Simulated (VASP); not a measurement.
# Ni (Fd-3m) in VASP: a series of runs, part 2 of 2

VASP 6.6.1. The steps go on from the part before.

## 3. Single point, RPBE, collinear spin, ferromagnetic start (18.59 Å³/atom)

This run uses another cell than the first one, of 18.59 Å³/atom.

Contents of INCAR:

```
  PREC = Accurate
  ENCUT = 520
  EDIFF = 1E-6
  ISMEAR = -1
  SIGMA = 0.05
  LREAL = False
  LASPH = True
  NELM = 150
  ALGO = Normal
  ISIF = 2
  LWAVE = False
  LCHARG = False
  ISPIN = 2
  MAGMOM = 0.852 0.852
  LORBIT = 11
  LMAXMIX = 4
  GGA = RP
  NBANDS = 21
```

Contents of KPOINTS:

```
Automatic mesh
0
Gamma
  12 12 12
```

Contents of POSCAR:

```
Ni
1.0
    0.0000000000      2.6490721567      2.6490721567
    2.6490721567      0.0000000000      2.6490721567
    2.6490721567      2.6490721567      0.0000000000
Ni
2
Direct
    0.1250000000      0.1250000000      0.1250000000
    0.8750000000      0.8750000000      0.8750000000
```

Potentials or basis: VASP PAW PBE potentials, release 64 (Ni).

Run with:

```bash
cat potpaw_PBE.64/Ni/POTCAR > POTCAR
mpirun -np 1 vasp_std > vasp.out
```

OUTCAR:

```text
PREC = Accurate
   ENCUT = 520
   EDIFF = 1E-6
   ISMEAR = -1
   LREAL = False
   LASPH = True
   NELM = 150
   ISIF = 2
   ISPIN = 2
   LORBIT = 11
   GGA = RP

 ion  position               nearest neighbor table
   1  0.125  0.125  0.125-   2 2.29   2 2.29   2 2.29   2 2.29
   2  0.875  0.875  0.875-   1 2.29   1 2.29   1 2.29   1 2.29

  LATTYP: Found a face centered cubic cell.
 ALAT       =     5.2981443134

  Lattice vectors:

 A1 = (   0.0000000000,   2.6490721567,   2.6490721567)
 A2 = (   2.6490721567,   0.0000000000,   2.6490721567)
 A3 = (   2.6490721567,   2.6490721567,   0.0000000000)

Analysis of symmetry for initial positions (statically):
=====================================================================
 Subroutine PRICEL returns:
 Original cell was already a primitive cell.

 Routine SETGRP: Setting up the symmetry group for a
 face centered cubic supercell.

 Subroutine GETGRP returns: Found 48 space group operations
 (whereof 12 operations were pure point group operations)
 out of a pool of 48 trial point group operations.

The static configuration has the point symmetry D_3d.
 The point group associated with its full space group is O_h .

Analysis of symmetry for dynamics (positions and initial velocities):
=====================================================================
 Subroutine PRICEL returns:
 Original cell was already a primitive cell.

 Routine SETGRP: Setting up the symmetry group for a
 face centered cubic supercell.

 Subroutine GETGRP returns: Found 48 space group operations
 (whereof 12 operations were pure point group operations)
 out of a pool of 48 trial point group operations.

The dynamic configuration has the point symmetry D_3d.
 The point group associated with its full space group is O_h .

Analysis of structural, dynamic, and magnetic symmetry:
=====================================================================
 Subroutine PRICEL returns:
 Original cell was already a primitive cell.
[... 150 lines left out ...]
  ext. energy  EPLUGINS =         0.00000000
  ---------------------------------------------------
  free energy    TOTEN  =        -7.61463469 eV

  energy without entropy =       -7.57913506  energy(sigma->0) =       -7.59688487

 E-fermi :   3.8285     XC(G=0):  -9.9512

 val. band max:        3.8273999003   @ k =   0.5000   0.0833   0.0000
 cond. band min:       3.8307321861   @ k =  -0.1667   0.0833   0.0000
 fundamental gap:      0.0033322858
 Fermi energy:         3.8284906779

 spin component 1

 k-point     1 :       0.0000    0.0000    0.0000
  band No.  band energies     occupation
      1      -2.1362      1.00000
      2       0.9920      1.00000
      3       0.9920      1.00000
      4       0.9920      1.00000
      5       1.0116      1.00000
      6       1.0116      1.00000
[... 565 lines left out ...]
     20      21.8937      0.00000
     21      22.6583      0.00000

 [... further k-points ...]

 spin component 2

 k-point     1 :       0.0000    0.0000    0.0000
  band No.  band energies     occupation
      1      -2.1839      1.00000
      2       1.7472      1.00000
      3       1.7472      1.00000
      4       1.7797      1.00000
      5       1.7797      1.00000
      6       1.7797      1.00000
[... 565 lines left out ...]
     20      21.8856      0.00000
     21      22.6702      0.00000

 [... further k-points ...]

------------------------ aborting loop because EDIFF is reached ----------------------------------------

  FORCE on cell =-STRESS in cart. coord.  units (eV):
  Direction    XX          YY          ZZ          XY          YZ          ZX
  --------------------------------------------------------------------------------------
  -------------------------------------------------------------------------------------
  Total       -1.1289691     -1.1289691     -1.1289691      0.0000000      0.0000000      0.0000000
  in kB      -48.6498235    -48.6498235    -48.6498235      0.0000000      0.0000000      0.0000000
  external PRESSURE =     -48.6498235 kB  Pullay stress =       0.0000000 kB

 VOLUME and BASIS-vectors are now :
 -----------------------------------------------------------------------------
  energy-cutoff  :      520.00
  volume of cell :       37.18
      direct lattice vectors                 reciprocal lattice vectors
     0.000000000  2.649072157  2.649072157    -0.188745331  0.188745331  0.188745331
     2.649072157  0.000000000  2.649072157     0.188745331 -0.188745331  0.188745331
     2.649072157  2.649072157  0.000000000     0.188745331  0.188745331 -0.188745331

 POSITION                                       TOTAL-FORCE (eV/Angst)
 -----------------------------------------------------------------------------------
      0.66227      0.66227      0.66227        -0.000000     -0.000000     -0.000000
      4.63588      4.63588      4.63588         0.000000      0.000000      0.000000
 -----------------------------------------------------------------------------------
    total drift:                                0.000000      0.000000      0.000000

  FREE ENERGIE OF THE ION-ELECTRON SYSTEM (eV)
  ---------------------------------------------------
  free  energy   TOTEN  =        -7.6146346874 eV

  energy  without entropy=       -7.5791350560  energy(sigma->0) =       -7.59688487

 total charge

# of ion       s       p       d       tot
------------------------------------------
    1        0.503   0.280   8.300   9.083
    2        0.503   0.280   8.300   9.083
--------------------------------------------------
tot          1.006   0.559  16.601  18.166

 magnetization (x)

# of ion       s       p       d       tot
------------------------------------------
    1       -0.015  -0.020   0.853   0.818
    2       -0.015  -0.020   0.853   0.818
--------------------------------------------------
tot         -0.030  -0.040   1.706   1.636
```

Wall time 2.4 min (1 thread of Intel Xeon 8259CL, shared host); peak memory 0.22 GiB.

Results:

```
Free energy                                           : -7.6146 eV
Pressure                                              : -4.9 GPa
Net moment                                            : 1.60 μB per cell
Site moments                                          : Ni +0.82 μB
Valence electrons inside the program's atomic spheres : Ni 9.08
```

Caveat: the cell stands under tension; the PAW data sets were made with another functional, which shifts forces and pressure a little.
